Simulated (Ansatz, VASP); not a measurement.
## Two plane-wave programs on Nb

File INCAR:

```
SYSTEM = Nb
PREC = Accurate
ENCUT = 520
EDIFF = 1E-6
ISMEAR = 0
SIGMA = 0.15
LREAL = .False.
LASPH = .True.
NELM = 100
ALGO = Fast
ISIF = 2
LWAVE = .False.
LCHARG = .False.
GGA = PE
NBANDS = 12
```

File KPOINTS:

```
regular mesh
0
Gamma
  20 20 20
  0 0 0
```

File POSCAR:

```
Nb
1.0
   -1.6639500000      1.7138685000      1.6639500000
    1.6639500000     -1.7138685000      1.6639500000
    1.6639500000      1.7138685000     -1.6639500000
Nb
1
Direct
    0.0000000000      0.0000000000      0.0000000000
```

Input for Ansatz:

```yaml
crystal:
  lattice:
    - [-1.66395, 1.7138685, 1.66395]
    - [1.66395, -1.7138685, 1.66395]
    - [1.66395, 1.7138685, -1.66395]
  atoms:
    - { symbol: Nb, position: [0.0, 0.0, 0.0] }
basis:
  ecutwfc: 420
kpoints:
  mp_grid: { grid: [20, 20, 20] }
hamiltonian:
  xc: pbe
scf:
  occupations: { method: gaussian, width: 0.15 }
output:
  forces: true
  stress: true
  eigenvalues: true
```

Change from the starting cell: strain +0.0300 x Voigt [0, 1, 0, 0, 0, 0], atoms carried along.

Alike in both runs: task single point; functional PBE; k mesh 20 × 20 × 20; occupations gaussian, width 0.15 eV; no spin polarisation.

|  | VASP | Ansatz |
| --- | --- | --- |
| version | VASP 6.6.1 | Ansatz 0.2.0 |
| potentials or method | VASP PAW PBE potentials, release 64 (Nb_sv), cutoff 520 eV | scalar-relativistic, plane waves, PAW |
| valence electrons in the cell | 13 | 13 |

Ansatz gave:

```
gap on the k mesh at the Fermi level (eV)                     : none
pressure (GPa)                                                : -7.1
traceless stress, the component that is largest in VASP (GPa) : -2.00
```

Q: Which values does VASP return?

A: gap on the k mesh at the Fermi level (eV): none; pressure (GPa): -7.4; traceless stress, the component that is largest in VASP (GPa): -1.99.

A gap of «none» marks a metal or a gap that the smearing closes. The functional is the same, so the differences come from potentials, cutoffs and numerics.
